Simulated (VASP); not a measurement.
# V (C2/m) in VASP: electric field gradients with PBE

Aim: the electric field gradients of V with PBE.

Program: VASP 6.6.1. These are calculated values, not measurements. Logs are shortened: lines on timing, memory, paths and dates and some standing lists are left out, and cuts for length are marked.

## Step 1: The cell of the first run

Symmetry: C2/m, No. 12, monoclinic system. The conventional cell has a = 4.639 Å, b = 2.678 Å, c = 4.339 Å, α = 90.00°, β = 90.00°, γ = 90.00°. Within 2.5 Å of V (site symmetry m) lie 3 V at 1.86 to 2.37 Å.

## Step 2: Electric field gradients, PBE (shortest bond scaled by 0.7)

The input, INCAR:

```
PREC     = Accurate       # precision mode
ENCUT    = 520            # plane-wave cutoff, eV
EDIFF    = 1E-8           # SCF threshold, eV
ISMEAR   = -1             # smearing method
SIGMA    = 0.05           # smearing width, eV
LREAL    = F              # projectors in reciprocal space
LASPH    = T              # aspherical terms in the spheres
NELM     = 100            # most SCF steps
ALGO     = Normal         # electronic algorithm
ISIF     = 2              # what is computed and relaxed
LWAVE    = F              # write WAVECAR
LCHARG   = F              # write CHGCAR
GGA      = PE             # functional
LEFG     = T            
NBANDS   = 20             # bands
```

The input, KPOINTS:

```
Automatic mesh
0
Gamma
  13 13 7
```

The input, POSCAR:

```
V
1.0
    2.6783660650      0.0000000000      0.0000000000
   -1.3391830325      2.3195330529      0.0000000000
    0.0000000000      0.0000000000      4.3389530253
V
2
Direct
    0.2333333333      0.6166666667      0.1750000000
    0.7666666667      0.3833333333      0.8250000000
```

Potentials or basis: VASP PAW PBE potentials, release 64 (V_sv).

Run with:

```sh
$ cat potpaw_PBE.64/V_sv/POTCAR > POTCAR
$ mpirun -np 1 vasp_std > vasp.out
```

OUTCAR:

```text
PREC = Accurate
   ENCUT = 520
   EDIFF = 1E-8
   ISMEAR = -1
   LREAL = F
   LASPH = T
   NELM = 100
   ISIF = 2
   GGA = PE

 ion  position               nearest neighbor table
   1  0.233  0.617  0.175-   2 1.86   2 2.37   2 2.37
   2  0.767  0.383  0.825-   1 1.86   1 2.37   1 2.37

  LATTYP: Found a hexagonal cell.
 ALAT       =     2.6783660650
 C/A-ratio  =     1.6200000000

  Lattice vectors:

 A1 = (   2.6783660650,   0.0000000000,   0.0000000000)
 A2 = (  -1.3391830325,   2.3195330529,   0.0000000000)
 A3 = (   0.0000000000,   0.0000000000,   4.3389530253)

Analysis of symmetry for initial positions (statically):
=====================================================================
 Subroutine PRICEL returns:
 Original cell was already a primitive cell.

 Routine SETGRP: Setting up the symmetry group for a
 hexagonal supercell.

 Subroutine GETGRP returns: Found  4 space group operations
 (whereof  4 operations were pure point group operations)
 out of a pool of 24 trial point group operations.

The static configuration has the point symmetry C_2h.

Analysis of symmetry for dynamics (positions and initial velocities):
=====================================================================
 Subroutine PRICEL returns:
 Original cell was already a primitive cell.

 Routine SETGRP: Setting up the symmetry group for a
 hexagonal supercell.

 Subroutine GETGRP returns: Found  4 space group operations
 (whereof  4 operations were pure point group operations)
 out of a pool of 24 trial point group operations.

The dynamic configuration has the point symmetry C_2h.

 Subroutine INISYM returns: Found  4 space group operations
 (whereof  4 operations are pure point group operations),
 and found     1 'primitive' translations

----------------------------------------------------------------------------------------

                                     Primitive cell

  volume of cell :      26.9560

  direct lattice vectors                    reciprocal lattice vectors
     2.678366065  0.000000000  0.000000000     0.373361959  0.215560627  0.000000000
    -1.339183033  2.319533053  0.000000000     0.000000000  0.431121255  0.000000000
     0.000000000  0.000000000  4.338953025     0.000000000  0.000000000  0.230470345

  length of vectors
     2.678366065  2.678366065  4.338953025     0.431121255  0.431121255  0.230470345

  position of ions in fractional coordinates (direct lattice)
     0.233333333  0.616666667  0.175000000
     0.766666667  0.383333333  0.825000000

  ion indices of the primitive-cell ions
   primitive index   ion index
                 1           1
                 2           2

----------------------------------------------------------------------------------------

 KPOINTS: Automatic mesh

Automatic generation of k-mesh.
 Grid dimensions read from file:
 generate k-points for:   13   13    7

 Generating k-lattice:

  Cartesian coordinates                     Fractional coordinates (reciprocal lattice)
     0.028720151  0.016581587  0.000000000     0.076923077  0.000000000  0.000000000
     0.000000000  0.033163173  0.000000000     0.000000000  0.076923077  0.000000000
     0.000000000  0.000000000  0.032924335     0.000000000  0.000000000  0.142857143

  Length of vectors
     0.033163173  0.033163173  0.032924335

  Shift w.r.t. Gamma in fractional coordinates (k-lattice)
     0.000000000  0.000000000  0.000000000

 Subroutine IBZKPT returns following result:
 ===========================================

 Found    322 irreducible k-points:

 Following reciprocal coordinates:
            Coordinates               Weight
  0.000000  0.000000  0.000000      1.000000
  0.076923 -0.000000  0.000000      2.000000
  0.000000  0.076923  0.000000      4.000000
  0.153846 -0.000000  0.000000      2.000000
  0.000000  0.153846  0.000000      4.000000
  0.230769 -0.000000  0.000000      2.000000
[... 16 lines left out ...]
 -0.076923  0.384615  0.000000      4.000000
 -0.384615  0.307692  0.000000      4.000000
 [... further k-points ...]
   k-points           NKPTS =    322   k-points in BZ     NKDIM =    322   number of bands    NBANDS=     20
   number of dos      NEDOS =    301   number of ions     NIONS =      2
   total plane-waves  NPLWV =  12800
   dimension x,y,z NGX =    20 NGY =   20 NGZ =   32
   dimension x,y,z NGXF=    40 NGYF=   40 NGZF=   64
   ions per type =               2
   NGX,Y,Z   is equivalent  to a cutoff of  12.41, 12.41, 12.26 a.u.
   NGXF,Y,Z  is equivalent  to a cutoff of  24.83, 24.83, 24.52 a.u.
 SYSTEM =  unknown system
   PREC   = accura    normal or accurate (medium, high low for compatibility)
   ISTART =      0    job   : 0-new  1-cont  2-samecut
   ICHARG =      2    charge: 1-file 2-atom 10-const
   ISPIN  =      1    spin polarized calculation?
   LNONCOLLINEAR =      F non collinear calculations
   LSORBIT =      F    spin-orbit coupling
   LASPH  =      T    aspherical Exc in radial PAW
   ENCUT  =  520.0 eV  38.22 Ry    6.18 a.u.   4.98  4.98  8.07*2*pi/ulx,y,z
   NELM   =    100;   NELMIN=  2; NELMDL= -5     # of ELM steps
   EDIFF  = 0.1E-07   stopping-criterion for ELM
   LREAL  =      F    real-space projection
   EDIFFG = 0.1E-06   stopping-criterion for IOM
   NSW    =      0    number of steps for IOM
   IBRION =     -1    ionic relax: 0-MD 1-quasi-New 2-CG
   NFREE  =      0    steps in history (QN), initial steepest desc. (CG)
   ISIF   =      2    stress and relaxation
   ISYM   =      2    0-nonsym 1-usesym 2-fastsym
   POTIM  = 0.5000    time-step for ionic-motion
   TEBEG  =    0.0;   TEEND  =   0.0 temperature during run
   PSTRESS=    0.0 pullay stress
   NELECT =      26.0000    total number of electrons
   NUPDOWN=      -1.0000    fix difference up-down
   EMIN   =  10.00;   EMAX   =-10.00  energy-range for DOS
   EFERMI =   0.00;   METHOD = LEGACY
   ISMEAR =    -1;   SIGMA  =   0.05  broadening in eV -4-tet -1-fermi 0-gaus
   EFERMI_NEDOS =   21; number of points for ismear=-14 and -15
   IALGO  =     38    algorithm
   IMIX   =      4    mixing-type and parameters
     AMIX     =   0.40;   BMIX     =  1.00
     AMIX_MAG =   1.60;   BMIX_MAG =  1.00
  volume/ion in A,a.u.               =      13.48        90.95
  Fermi-wavevector in a.u.,A,eV,Ry     =   1.617512  3.056654 35.597528  2.616345
  Thomas-Fermi vector in A             =   2.711925
   LORBIT       =      0    0 simple, 1 ext, 2 COOP (PROOUT), +10 PAW based schemes
   GGA     = PE    functional components
   LHFCALC =     F    Hartree Fock is set to
   AEXX    =    0.0000 exact exchange contribution
   IVDW    =     0    specifies the selected vdW correction
   LEPSILON=     F    determine dielectric tensor
   LRPA    =     F    only Hartree local field effects (RPA)
 non-spin polarized calculation
  energy-cutoff  :      520.00
  volume of cell :       26.96
 maximum number of plane-waves:       750
   NGX =  9   NGY =  9   NGZ = 17

 number of electron      25.9999991 magnetization

 Free energy of the ion-electron system (eV)
  ---------------------------------------------------
  ext. energy  EPLUGINS =         0.00000000
  ---------------------------------------------------
  free energy    TOTEN  =       -15.78562327 eV

  energy without entropy =      -15.76817408  energy(sigma->0) =      -15.77689868

 E-fermi :   9.9663     XC(G=0): -12.5898

 val. band max:        9.9629086022   @ k =  -0.0769   0.4615   0.0000
 cond. band min:       9.9686140733   @ k =  -0.3846   0.3077   0.2857
 fundamental gap:      0.0057054712
 Fermi energy:         9.9663018800

 k-point     1 :       0.0000    0.0000    0.0000
  band No.  band energies     occupation
      1     -54.3297      2.00000
      2     -53.0550      2.00000
      3     -29.2362      2.00000
      4     -27.4132      2.00000
      5     -27.2494      2.00000
      6     -27.2308      2.00000
[... 12 lines left out ...]
     19      14.5524      0.00000
     20      14.8459      0.00000

 k-point     2 :       0.0769   -0.0000    0.0000
  band No.  band energies     occupation
      1     -54.3119      2.00000
      2     -53.0588      2.00000
      3     -29.2418      2.00000
      4     -27.5431      2.00000
      5     -27.2977      2.00000
      6     -27.1625      2.00000
[... 498 lines left out ...]
 k-point    24 :      -0.3846    0.3077    0.0000
  band No.  band energies     occupation
      1     -54.1229      2.00000
      2     -53.0635      2.00000
      3     -29.2688      2.00000
      4     -28.2739      2.00000
      5     -27.4992      2.00000
      6     -27.2478      2.00000
[... 12 lines left out ...]
     19      14.0393      0.00000
     20      18.8010      0.00000

 [... further k-points ...]

------------------------ aborting loop because EDIFF is reached ----------------------------------------

  FORCE on cell =-STRESS in cart. coord.  units (eV):
  Direction    XX          YY          ZZ          XY          YZ          ZX
  --------------------------------------------------------------------------------------
  -------------------------------------------------------------------------------------
  Total        6.7514470      7.5915278      5.3562027     -0.7275314      0.2283581      0.3955293
  in kB      401.2841390    451.2158239    318.3553407    -43.2421076     13.5728659     23.5089828
  external PRESSURE =     390.2851012 kB  Pullay stress =       0.0000000 kB

 VOLUME and BASIS-vectors are now :
 -----------------------------------------------------------------------------
  energy-cutoff  :      520.00
  volume of cell :       26.96
      direct lattice vectors                 reciprocal lattice vectors
     2.678366065  0.000000000  0.000000000     0.373361959  0.215560627  0.000000000
    -1.339183033  2.319533053  0.000000000     0.000000000  0.431121255  0.000000000
     0.000000000  0.000000000  4.338953025     0.000000000  0.000000000  0.230470345

 POSITION                                       TOTAL-FORCE (eV/Angst)
 -----------------------------------------------------------------------------------
     -0.20088      1.43038      0.75932         0.573533      0.331130      5.412446
      1.54006      0.88915      3.57964        -0.573533     -0.331130     -5.412446
 -----------------------------------------------------------------------------------
    total drift:                                0.000000     -0.000000      0.000000

  FREE ENERGIE OF THE ION-ELECTRON SYSTEM (eV)
  ---------------------------------------------------
  free  energy   TOTEN  =       -15.7856232711 eV

  energy  without entropy=      -15.7681740801  energy(sigma->0) =      -15.77689868

 Electric field gradients (V/A^2)
---------------------------------------------------------------------
 ion       V_xx      V_yy      V_zz      V_xy      V_xz      V_yz
---------------------------------------------------------------------
   1     -26.549   -44.808    71.357    15.807    44.613    25.758
   2     -26.549   -44.808    71.357    15.807    44.613    25.758
---------------------------------------------------------------------

 Electric field gradients after diagonalization (V/A^2)
 (convention: |V_zz| > |V_xx| > |V_yy|)
----------------------------------------------------------------------
 ion       V_xx      V_yy      V_zz     asymmetry (V_yy - V_xx)/ V_zz
----------------------------------------------------------------------
   1     -53.932   -41.037    94.969       0.136
   2     -53.932   -41.037    94.969       0.136
----------------------------------------------------------------------

           NMR quadrupolar parameters

 Cq : quadrupolar parameter    Cq=e*Q*V_zz/h
 eta: asymmetry parameters     (V_yy - V_xx)/ V_zz
 Q  : nuclear electric quadrupole moment in mb (millibarn)
----------------------------------------------------------------------
 ion       Cq(MHz)       eta       Q (mb)
----------------------------------------------------------------------
   1       0.230       0.136       1.000
   2       0.230       0.136       1.000
----------------------------------------------------------------------
```

Wall time 2.7 min (1 thread of Intel Xeon Platinum 8259CL at 2.50GHz (Skylake/Cascade Lake), shared host); peak memory 0.25 GiB.

What came out:

```yaml
Free_energy: -15.7856 eV
Pressure: 39.0 GPa
Largest_force: 5.453 eV/Å
Band_gap_on_the_k_mesh: zero (bands 13 and 14 overlap by 1.12 eV)
Largest_electric_field_gradient_by_atom: V +95.0 V/Å²
```

Forces in eV/Å, atoms in the order of the input:
```
V    0.574  0.331  5.412
V   -0.574 -0.331 -5.412
```

Levels at points of the mesh, in eV from the Fermi level:
| k point | band 10 | band 11 | band 12 | band 13 | band 14 | band 15 | band 16 | band 17 |
| --- | --- | --- | --- | --- | --- | --- | --- | --- |
| (0.00, 0.00, 0.00) | -4.13 | -1.92 | -0.81 | -0.66 | -0.14 | 0.96 | 1.68 | 3.12 |

Electric field gradients, principal values (V/Å²):
```tsv
atom	least	middle	greatest (by size)
1 V	-41.037	-53.932	94.969
2 V	-41.037	-53.932	94.969
```

Caveat: the cell differs from its parent crystal (shortest bond scaled by 0.7); atoms lie so close that the PAW spheres overlap strongly, which falsifies energies and pressures; the stress differs along the axes, from 32 to 45 GPa; without QUAD_EFG the Cq values of the log hold for a quadrupole moment of 1 mb, not for the nuclei; forces of over 1 eV/Å act on the atoms, so gaps and moduli don't describe the material at rest.
